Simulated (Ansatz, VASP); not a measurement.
**AgI in VASP and in Ansatz**

File INCAR:

```
SYSTEM = AgI
PREC = Accurate
ENCUT = 500
EDIFF = 1E-6
ISMEAR = 0
SIGMA = 0.01
LREAL = .False.
LASPH = .True.
NELM = 120
ALGO = Normal
ISIF = 2
LWAVE = .False.
LCHARG = .False.
NBANDS = 26
GGA_COMPAT = .False.
```

Contents of KPOINTS:

```
Automatic mesh
0
Gamma
  6 6 4
  0 0 0
```

The input POSCAR:

```
AgI
1.0
    4.4625647430      0.0000000000      0.0000000000
   -2.2312823715      3.8646944334      0.0000000000
    0.0000000000      0.0000000000      7.3876404086
Ag I
2 2
Direct
    0.6666666667      0.3333333333      0.6293111479
    0.3333333333      0.6666666667      0.1293111479
    0.6666666667      0.3333333333      0.0006888521
    0.3333333333      0.6666666667      0.5006888521
```

Input for Ansatz:

```yaml
crystal:
  lattice:
    - [4.46256474295, 0.0, 0.0]
    - [-2.23128237148, 3.86469443343, 0.0]
    - [0.0, 0.0, 7.38764040858]
  atoms:
    - { symbol: Ag, position: [0.666666666667, 0.333333333333, 0.62931114792] }
    - { symbol: Ag, position: [0.333333333333, 0.666666666667, 0.12931114792] }
    - { symbol: I, position: [0.666666666667, 0.333333333333, 0.00068885208] }
    - { symbol: I, position: [0.333333333333, 0.666666666667, 0.50068885208] }
kpoints:
  mp_grid: { grid: [6, 6, 4] }
scf:
  occupations: { method: fixed }
  convergence: { dr2_threshold: 1.0e-10 }
hamiltonian:
  xc: lda
  pseudopotentials: { kind: all_electron, lapw: { basis_error: 0.0005 } }
output:
  forces: true
  stress: true
  eigenstates:
    kpoints:
      - [0.0, 0.0, 0.0]
      - [0.0, 0.0, -0.5]
      - [-0.5, 0.0, 0.0]
      - [-0.5, 0.5, 0.0]
      - [0.0, -0.5, 0.0]
      - [-0.5, 0.0, -0.5]
      - [-0.5, 0.5, -0.5]
      - [0.0, -0.5, -0.5]
  eigenvalues: true
```

Change from the starting cell: film at in-plane strain -0.005.

Alike in both runs: task single point; functional LDA; k mesh 6 × 6 × 4; no spin polarisation.

|  | VASP | Ansatz |
| --- | --- | --- |
| version | VASP 6.6.1 | Ansatz 0.2.0 |
| potentials or method | VASP PAW LDA potentials, release 64 (Ag, I), cutoff 500 eV | all-electron LAPW, scalar-relativistic |
| occupations | gaussian, width 0.01 eV | fixed |

|  | VASP | Ansatz | Ansatz less VASP |
| --- | --- | --- | --- |
| gap on the k mesh at the Fermi level (eV) | 1.12 | 1.08 | -0.037 |
| pressure (GPa) | 0.2 | 0.2 | 0.00 |
| traceless stress, the component that is largest in VASP (GPa) | -0.17 | -0.17 | -0.001 |

LDA's correlation is that of Perdew and Zunger in VASP and of Perdew and Wang (1992) in Ansatz. Ansatz ran all-electron here, and VASP with PAW potentials.

Neither program's run includes spin-orbit coupling.
